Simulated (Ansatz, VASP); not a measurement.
## One calculation of SrO, two programs

The input INCAR:

```
PREC     = Accurate       # precision mode
ENCUT    = 520            # plane-wave cutoff, eV
EDIFF    = 1E-6           # SCF threshold, eV
ISMEAR   = 0              # smearing method
SIGMA    = 0.05           # smearing width, eV
LREAL    = F              # projectors in reciprocal space
LASPH    = T              # aspherical terms in the spheres
NELM     = 60             # most SCF steps
ALGO     = Normal         # electronic algorithm
ISIF     = 2              # what is computed and relaxed
LWAVE    = F              # write WAVECAR
LCHARG   = T              # write CHGCAR
GGA      = PE             # functional
LELF     = T              # ELF
LVHAR    = T            
NBANDS   = 24             # bands
```

Contents of KPOINTS:

```
Automatic mesh
0
Gamma
  9 9 4
```

File POSCAR:

```
SrO
1.0
    3.5472592105      0.0000000000      0.0000000000
   -1.7736296053      3.0720165901      0.0000000000
    0.0000000000      0.0000000000      6.1908078759
Sr O
2 2
Direct
    0.3333333333      0.6666666667      0.2534631737
    0.6666666667      0.3333333333      0.7534631737
    0.0000000000      0.0000000000     -0.0189663906
    0.0000000000      0.0000000000      0.4810336094
```

Input for Ansatz:

```yaml
crystal:
  lattice:
    - [3.5472592105, 0.0, 0.0]
    - [-1.7736296053, 3.0720165901, 0.0]
    - [0.0, 0.0, 6.1908078759]
  atoms:
    - { symbol: Sr, position: [0.3333333333, 0.6666666667, 0.2534631737] }
    - { symbol: Sr, position: [0.6666666667, 0.3333333333, 0.7534631737] }
    - { symbol: O, position: [0.0, 0.0, -0.0189663906] }
    - { symbol: O, position: [0.0, 0.0, 0.4810336094] }
basis:
  ecutwfc: 520.0
kpoints:
  mp_grid: { grid: [9, 9, 4] }
hamiltonian:
  xc: pbe
scf:
  occupations: { method: gaussian, width: 0.05 }
output:
  forces: true
  stress: true
  eigenvalues: true
```

Change from the starting cell: mode 8 frozen in at -0.118 Å, equal normal strain along x, y and z -0.0083.

Alike in both runs: task single point; functional PBE; k mesh 9 × 9 × 4; occupations gaussian, width 0.05 eV; no spin polarisation.

```csv
,VASP,Ansatz
version,VASP 6.6.1,Ansatz 0.2.0
potentials or method,"VASP PAW PBE potentials, release 64 (Sr_sv, O), cutoff 520 eV","scalar-relativistic, plane waves, PAW"
valence electrons in the cell,32,32
```

|  | VASP | Ansatz | Ansatz less VASP |
| --- | --- | --- | --- |
| gap on the k mesh at the Fermi level (eV) | 3.20 | 3.21 | +0.003 |
| least direct gap on the mesh (eV) | 3.20 | 3.21 | +0.003 |
| pressure (GPa) | 3.4 | 2.8 | -0.59 |
| traceless stress, the component that is largest in VASP (GPa) | 0.19 | 0.21 | +0.023 |
| rms of the force components (eV/Å) | 0.205 | 0.192 | -0.0126 |

Atom by atom the forces differ by 0.013 eV/Å (rms over components).
